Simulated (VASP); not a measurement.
# MoI (F-43m) in VASP: a series of runs

Runs on MoI. Level: PBE. Tasks: single point.

All numbers are computed with VASP 6.6.1; they aren't measurements. Logs are shortened: lines on timing, memory, paths and dates and some standing lists are left out, and cuts for length are marked.

## (1) The cell of the first run

It takes space group F-43m (No. 216, cubic). The conventional cell has a = 6.228 Å, b = 6.228 Å, c = 6.228 Å, α = 90.00°, β = 90.00°, γ = 90.00°. Within 3.6 Å of Mo (site symmetry -43m) lie 4 I at 2.70 Å. Within 3.6 Å of I (site symmetry -43m) lie 4 Mo at 2.70 Å.

## (2) Single point, PBE (volume scaled by 0.94)

Input file INCAR:

```
SYSTEM = MoI
PREC = Accurate ; ENCUT = 520
EDIFF = 1E-7 ; ISMEAR = -1
SIGMA = 0.05 ; LREAL = .FALSE.
LASPH = .TRUE. ; NELM = 80
ALGO = Normal ; ISIF = 2
LWAVE = .FALSE. ; LCHARG = .FALSE.
GGA = PE ; NBANDS = 18
```

Input file KPOINTS:

```
Automatic mesh
0
G
  7 7 7
  0 0 0
```

Input file POSCAR:

```
MoI
1.0
    0.0000000000      3.1139586535      3.1139586535
    3.1139586535      0.0000000000      3.1139586535
    3.1139586535      3.1139586535      0.0000000000
Mo I
1 1
Direct
    0.0000000000      0.0000000000      0.0000000000
    0.7500000000      0.7500000000      0.7500000000
```

Potentials or basis: VASP PAW PBE potentials, release 64 (Mo_sv, I).

Command:

```sh
$ cat potpaw_PBE.64/Mo_sv/POTCAR potpaw_PBE.64/I/POTCAR > POTCAR
$ mpirun -np 1 vasp_std > vasp.out
```

OUTCAR:

```text
SYSTEM = MoI
   PREC = Accurate
   ENCUT = 520
   EDIFF = 1E-7
   ISMEAR = -1
   LREAL = .FALSE.
   LASPH = .TRUE.
   NELM = 80
   ISIF = 2
   GGA = PE

 ion  position               nearest neighbor table
   1  0.000  0.000  0.000-   2 2.70   2 2.70   2 2.70   2 2.70
   2  0.750  0.750  0.750-   1 2.70   1 2.70   1 2.70   1 2.70

  LATTYP: Found a face centered cubic cell.
 ALAT       =     6.2279173070

  Lattice vectors:

 A1 = (   0.0000000000,   3.1139586535,   3.1139586535)
 A2 = (   3.1139586535,   0.0000000000,   3.1139586535)
 A3 = (   3.1139586535,   3.1139586535,   0.0000000000)

Analysis of symmetry for initial positions (statically):
=====================================================================
 Subroutine PRICEL returns:
 Original cell was already a primitive cell.

 Routine SETGRP: Setting up the symmetry group for a
 face centered cubic supercell.

 Subroutine GETGRP returns: Found 24 space group operations
 (whereof 24 operations were pure point group operations)
 out of a pool of 48 trial point group operations.

The static configuration has the point symmetry T_d .

Analysis of symmetry for dynamics (positions and initial velocities):
=====================================================================
 Subroutine PRICEL returns:
 Original cell was already a primitive cell.

 Routine SETGRP: Setting up the symmetry group for a
 face centered cubic supercell.

 Subroutine GETGRP returns: Found 24 space group operations
 (whereof 24 operations were pure point group operations)
 out of a pool of 48 trial point group operations.

The dynamic configuration has the point symmetry T_d .

 Subroutine INISYM returns: Found 24 space group operations
 (whereof 24 operations are pure point group operations),
 and found     1 'primitive' translations

----------------------------------------------------------------------------------------

                                     Primitive cell

  volume of cell :      60.3905

  direct lattice vectors                    reciprocal lattice vectors
     0.000000000  3.113958654  3.113958654    -0.160567321  0.160567321  0.160567321
     3.113958654  0.000000000  3.113958654     0.160567321 -0.160567321  0.160567321
     3.113958654  3.113958654  0.000000000     0.160567321  0.160567321 -0.160567321

  length of vectors
     4.403802560  4.403802560  4.403802560     0.278110759  0.278110759  0.278110759

  position of ions in fractional coordinates (direct lattice)
     0.000000000  0.000000000  0.000000000
     0.750000000  0.750000000  0.750000000

  ion indices of the primitive-cell ions
   primitive index   ion index
                 1           1
                 2           2

----------------------------------------------------------------------------------------

 KPOINTS: Automatic mesh

Automatic generation of k-mesh.
 Grid dimensions read from file:
 generate k-points for:    7    7    7

 Generating k-lattice:

  Cartesian coordinates                     Fractional coordinates (reciprocal lattice)
    -0.022938189  0.022938189  0.022938189     0.142857143  0.000000000  0.000000000
     0.022938189 -0.022938189  0.022938189     0.000000000  0.142857143  0.000000000
     0.022938189  0.022938189 -0.022938189     0.000000000  0.000000000  0.142857143

  Length of vectors
     0.039730108  0.039730108  0.039730108

  Shift w.r.t. Gamma in fractional coordinates (k-lattice)
     0.000000000  0.000000000  0.000000000

 Subroutine IBZKPT returns following result:
 ===========================================

 Found     20 irreducible k-points:

 Following reciprocal coordinates:
            Coordinates               Weight
  0.000000  0.000000  0.000000      1.000000
  0.142857  0.000000  0.000000      8.000000
  0.285714  0.000000  0.000000      8.000000
  0.428571  0.000000  0.000000      8.000000
  0.142857  0.142857  0.000000      6.000000
  0.285714  0.142857  0.000000     24.000000
[... 12 lines left out ...]
 -0.428571  0.428571  0.142857     24.000000
 -0.285714  0.428571  0.142857     24.000000
   k-points           NKPTS =     20   k-points in BZ     NKDIM =     20   number of bands    NBANDS=     18
   number of dos      NEDOS =    301   number of ions     NIONS =      2
   total plane-waves  NPLWV =  46656
   dimension x,y,z NGX =    36 NGY =   36 NGZ =   36
   dimension x,y,z NGXF=    72 NGYF=   72 NGZF=   72
   ions per type =               1   1
   NGX,Y,Z   is equivalent  to a cutoff of  13.59, 13.59, 13.59 a.u.
   NGXF,Y,Z  is equivalent  to a cutoff of  27.18, 27.18, 27.18 a.u.
 SYSTEM =  MoI
   PREC   = accura    normal or accurate (medium, high low for compatibility)
   ISTART =      0    job   : 0-new  1-cont  2-samecut
   ICHARG =      2    charge: 1-file 2-atom 10-const
   ISPIN  =      1    spin polarized calculation?
   LNONCOLLINEAR =      F non collinear calculations
   LSORBIT =      F    spin-orbit coupling
   LASPH  =      T    aspherical Exc in radial PAW
   ENCUT  =  520.0 eV  38.22 Ry    6.18 a.u.   8.19  8.19  8.19*2*pi/ulx,y,z
   NELM   =     80;   NELMIN=  2; NELMDL= -5     # of ELM steps
   EDIFF  = 0.1E-06   stopping-criterion for ELM
   LREAL  =      F    real-space projection
   EDIFFG = 0.1E-05   stopping-criterion for IOM
   NSW    =      0    number of steps for IOM
   IBRION =     -1    ionic relax: 0-MD 1-quasi-New 2-CG
   NFREE  =      0    steps in history (QN), initial steepest desc. (CG)
   ISIF   =      2    stress and relaxation
   ISYM   =      2    0-nonsym 1-usesym 2-fastsym
   POTIM  = 0.5000    time-step for ionic-motion
   TEBEG  =    0.0;   TEEND  =   0.0 temperature during run
   PSTRESS=    0.0 pullay stress
   NELECT =      21.0000    total number of electrons
   NUPDOWN=      -1.0000    fix difference up-down
   EMIN   =  10.00;   EMAX   =-10.00  energy-range for DOS
   EFERMI =   0.00;   METHOD = LEGACY
   ISMEAR =    -1;   SIGMA  =   0.05  broadening in eV -4-tet -1-fermi 0-gaus
   EFERMI_NEDOS =   21; number of points for ismear=-14 and -15
   IALGO  =     38    algorithm
   IMIX   =      4    mixing-type and parameters
     AMIX     =   0.40;   BMIX     =  1.00
     AMIX_MAG =   1.60;   BMIX_MAG =  1.00
  volume/ion in A,a.u.               =      30.20       203.77
  Fermi-wavevector in a.u.,A,eV,Ry     =   1.151220  2.175491 18.031911  1.325308
  Thomas-Fermi vector in A             =   2.287879
   LORBIT       =      0    0 simple, 1 ext, 2 COOP (PROOUT), +10 PAW based schemes
   GGA     = PE    functional components
   LHFCALC =     F    Hartree Fock is set to
   AEXX    =    0.0000 exact exchange contribution
   IVDW    =     0    specifies the selected vdW correction
   LEPSILON=     F    determine dielectric tensor
   LRPA    =     F    only Hartree local field effects (RPA)
 non-spin polarized calculation
  energy-cutoff  :      520.00
  volume of cell :       60.39
 maximum number of plane-waves:      1641
 NGX is ok and might be reduce to    36
   NGX = 17   NGY = 17   NGZ = 17

 number of electron      21.0000000 magnetization

 Free energy of the ion-electron system (eV)
  ---------------------------------------------------
  ext. energy  EPLUGINS =         0.00000000
  ---------------------------------------------------
  free energy    TOTEN  =        -9.56923613 eV

  energy without entropy =       -9.53291629  energy(sigma->0) =       -9.55107621

 E-fermi :   6.3969     XC(G=0):  -9.4728

 val. band max:        6.3894321031   @ k =  -0.4286   0.4286   0.1429
 cond. band min:       6.4209003595   @ k =   0.4286   0.4286   0.0000
 fundamental gap:      0.0314682564
 Fermi energy:         6.3969109481

 k-point     1 :       0.0000    0.0000    0.0000
  band No.  band energies     occupation
      1     -54.1096      2.00000
      2     -28.2660      2.00000
      3     -28.2660      2.00000
      4     -28.2660      2.00000
      5      -8.6288      2.00000
      6       1.3578      2.00000
[... 10 lines left out ...]
     17      11.8101      0.00000
     18      15.8174      0.00000

 k-point     2 :       0.1429    0.0000    0.0000
  band No.  band energies     occupation
      1     -54.1094      2.00000
      2     -28.2700      2.00000
      3     -28.2666      2.00000
      4     -28.2666      2.00000
      5      -8.5559      2.00000
      6       1.1214      2.00000
[... 10 lines left out ...]
     17      12.0366      0.00000
     18      15.8414      0.00000

 k-point     3 :       0.2857    0.0000    0.0000
  band No.  band energies     occupation
      1     -54.1091      2.00000
      2     -28.2789      2.00000
      3     -28.2679      2.00000
      4     -28.2679      2.00000
      5      -8.3873      2.00000
      6       0.7062      2.00000
[... 10 lines left out ...]
     17      12.5638      0.00000
     18      15.6147      0.00000

 k-point     4 :       0.4286    0.0000    0.0000
  band No.  band energies     occupation
      1     -54.1088      2.00000
      2     -28.2861      2.00000
      3     -28.2689      2.00000
      4     -28.2689      2.00000
      5      -8.2471      2.00000
      6       0.4524      2.00000
[... 10 lines left out ...]
     17      12.9141      0.00000
     18      15.5217      0.00000

 k-point     5 :       0.1429    0.1429    0.0000
  band No.  band energies     occupation
      1     -54.1093      2.00000
      2     -28.2702      2.00000
      3     -28.2673      2.00000
      4     -28.2673      2.00000
      5      -8.5316      2.00000
      6       1.0500      2.00000
[... 10 lines left out ...]
     17      12.3168      0.00000
     18      14.7947      0.00000

 k-point     6 :       0.2857    0.1429    0.0000
  band No.  band energies     occupation
      1     -54.1091      2.00000
      2     -28.2769      2.00000
      3     -28.2687      2.00000
      4     -28.2686      2.00000
      5      -8.3947      2.00000
      6       0.7484      2.00000
[... 10 lines left out ...]
     17      12.8613      0.00000
     18      14.9272      0.00000

 k-point     7 :       0.4286    0.1429    0.0000
  band No.  band energies     occupation
      1     -54.1088      2.00000
      2     -28.2841      2.00000
      3     -28.2703      2.00000
      4     -28.2697      2.00000
      5      -8.2440      2.00000
      6       0.5496      2.00000
[... 10 lines left out ...]
     17      13.1519      0.00000
     18      15.4582      0.00000

 k-point     8 :      -0.4286    0.1429    0.0000
  band No.  band energies     occupation
      1     -54.1087      2.00000
      2     -28.2863      2.00000
      3     -28.2714      2.00000
      4     -28.2696      2.00000
      5      -8.1965      2.00000
      6       0.5327      2.00000
[... 10 lines left out ...]
     17      13.4157      0.00000
     18      15.6021      0.00000
[... 145 lines left out ...]
     17      15.3934      0.00000
     18      15.5540      0.00000

 k-point    16 :      -0.4286    0.4286    0.0000
  band No.  band energies     occupation
      1     -54.1085      2.00000
      2     -28.2872      2.00000
      3     -28.2742      2.00000
      4     -28.2726      2.00000
      5      -8.0938      2.00000
      6       0.3331      2.00000
[... 10 lines left out ...]
     17      14.4681      0.00000
     18      15.6949      0.00000

 k-point    17 :       0.4286    0.2857    0.1429
  band No.  band energies     occupation
      1     -54.1088      2.00000
      2     -28.2814      2.00000
      3     -28.2719      2.00000
      4     -28.2695      2.00000
      5      -8.2662      2.00000
      6       0.6135      2.00000
[... 10 lines left out ...]
     17      13.7063      0.00000
     18      15.0391      0.00000

 k-point    18 :      -0.4286    0.2857    0.1429
  band No.  band energies     occupation
      1     -54.1086      2.00000
      2     -28.2850      2.00000
      3     -28.2739      2.00000
      4     -28.2707      2.00000
      5      -8.1609      2.00000
      6       0.6640      2.00000
[... 10 lines left out ...]
     17      14.0562      0.00000
     18      15.5605      0.00000

 k-point    19 :      -0.4286    0.4286    0.1429
  band No.  band energies     occupation
      1     -54.1086      2.00000
      2     -28.2860      2.00000
      3     -28.2742      2.00000
      4     -28.2726      2.00000
      5      -8.1149      2.00000
      6       0.4687      2.00000
[... 10 lines left out ...]
     17      14.2839      0.00000
     18      16.0066      0.00000

 k-point    20 :      -0.2857    0.4286    0.1429
  band No.  band energies     occupation
      1     -54.1085      2.00000
      2     -28.2855      2.00000
      3     -28.2757      2.00000
      4     -28.2723      2.00000
      5      -8.1032      2.00000
      6       0.7618      2.00000
[... 10 lines left out ...]
     17      13.5993      0.00000
     18      15.9598      0.00000

------------------------ aborting loop because EDIFF is reached ----------------------------------------

  FORCE on cell =-STRESS in cart. coord.  units (eV):
  Direction    XX          YY          ZZ          XY          YZ          ZX
  --------------------------------------------------------------------------------------
  -------------------------------------------------------------------------------------
  Total       -1.7425875     -1.7425875     -1.7425875      0.0000000     -0.0000000      0.0000000
  in kB      -46.2313591    -46.2313591    -46.2313591      0.0000000     -0.0000000      0.0000000
  external PRESSURE =     -46.2313591 kB  Pullay stress =       0.0000000 kB

 VOLUME and BASIS-vectors are now :
 -----------------------------------------------------------------------------
  energy-cutoff  :      520.00
  volume of cell :       60.39
      direct lattice vectors                 reciprocal lattice vectors
     0.000000000  3.113958654  3.113958654    -0.160567321  0.160567321  0.160567321
     3.113958654  0.000000000  3.113958654     0.160567321 -0.160567321  0.160567321
     3.113958654  3.113958654  0.000000000     0.160567321  0.160567321 -0.160567321

 POSITION                                       TOTAL-FORCE (eV/Angst)
 -----------------------------------------------------------------------------------
      0.00000      0.00000      0.00000         0.000000      0.000000      0.000000
      4.67094      4.67094      4.67094        -0.000000     -0.000000     -0.000000
 -----------------------------------------------------------------------------------
    total drift:                               -0.000000     -0.000000     -0.000000

  FREE ENERGIE OF THE ION-ELECTRON SYSTEM (eV)
  ---------------------------------------------------
  free  energy   TOTEN  =        -9.5692361269 eV

  energy  without entropy=       -9.5329162857  energy(sigma->0) =       -9.55107621
```

Wall time 18 s (1 thread of Intel Xeon Platinum 8259CL at 2.50GHz (Skylake/Cascade Lake), shared host); peak memory 0.2 GiB.

Results:

| Quantity | Value |
| --- | --- |
| Free energy | -9.5692 eV |
| Pressure | -4.6 GPa |

Caveat: spin-orbit coupling is left out, which moves the levels of the heavy elements; an odd number of electrons without spin polarisation forces a metal; a magnetic or distorted state may lie lower.

(Part 1 of 2 ends here.)
